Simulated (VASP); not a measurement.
# Sb: single point with PBE

Sheet: Sb, a sheet with vacuum.

```
Sb
1.0
     4.12043    0.00000    0.00000
    -2.06022    3.56840    0.00000
     0.00000    0.00000   27.10000
Sb
2
Direct
  0.33333 0.66667 0.25859
  0.66667 0.33333 0.31890
```

```json
{
 "Program": "VASP 6.6.1",
 "Task": "single point",
 "Functional": "PBE",
 "Potentials or basis": "VASP PAW PBE potentials, release 64 (Sb)",
 "Cutoff": "400 eV",
 "k mesh": "12 × 12 × 1",
 "Occupations": "gaussian, width 0.03 eV",
 "Spin": "no spin polarisation"
}
```

The largest force is 0.089 eV/Å and the band gap on the k mesh is 1.31 eV, indirect (least direct gap 1.56 eV).

Forces in eV/Å, atoms in the order of the input:
```
Sb   0.000  0.000 -0.089
Sb   0.000  0.000  0.089
```

Levels at points of the mesh, in eV from the valence-band top:
```
           k point  band 1  band 2  band 3  band 4  band 5  band 6  band 7  band 8  band 9  band 10
(0.00, 0.00, 0.00)  -11.25   -6.24   -0.54    0.00    0.00    1.56    2.81    2.81    4.34     4.60
(0.50, 0.00, 0.00)   -9.34   -7.75   -2.90   -1.55   -1.41    1.65    2.51    3.59    5.12     6.85
```

Wall time 80 s on 1 thread of AMD EPYC 7R43 64-Core Processor (Zen 3), with other jobs on the host, peak memory 0.31 GiB.

Caveat: spin-orbit coupling is left out, which moves the levels of the heavy elements.
